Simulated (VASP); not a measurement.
A run of VASP 6.6.1 is set up as follows.

Contents of INCAR:

```
PREC = Accurate
ENCUT = 520
EDIFF = 1E-6
ISMEAR = -1
SIGMA = 0.1
LREAL = False
LASPH = True
NELM = 100
ALGO = Normal
ISIF = 2
LWAVE = False
LCHARG = False
GGA = CA
NBANDS = 30
```

Contents of KPOINTS:

```
regular mesh
0
Gamma
  6 6 6
```

Contents of POSCAR:

```
Cu3Pt
1.0
    3.6278587049      0.0000000000      0.0000000000
    0.0000000000      3.6278587049      0.0000000000
    0.0000000000      0.0000000000      3.6278587049
Cu Pt
3 1
Direct
    0.0000000000      0.5000000000      0.5000000000
    0.5000000000      0.0000000000      0.5000000000
    0.5000000000      0.5000000000      0.0000000000
    0.0000000000      0.0000000000      0.0000000000
```

Potentials or basis: VASP PAW LDA potentials, release 64 (Cu, Pt).

The run is started by

```sh
$ cat potpaw_LDA.64/Cu/POTCAR potpaw_LDA.64/Pt/POTCAR > POTCAR
$ mpirun -np 1 vasp_std > vasp.out
```

(1) Predict the pressure.

## Answers

(1) 0.9 GPa.
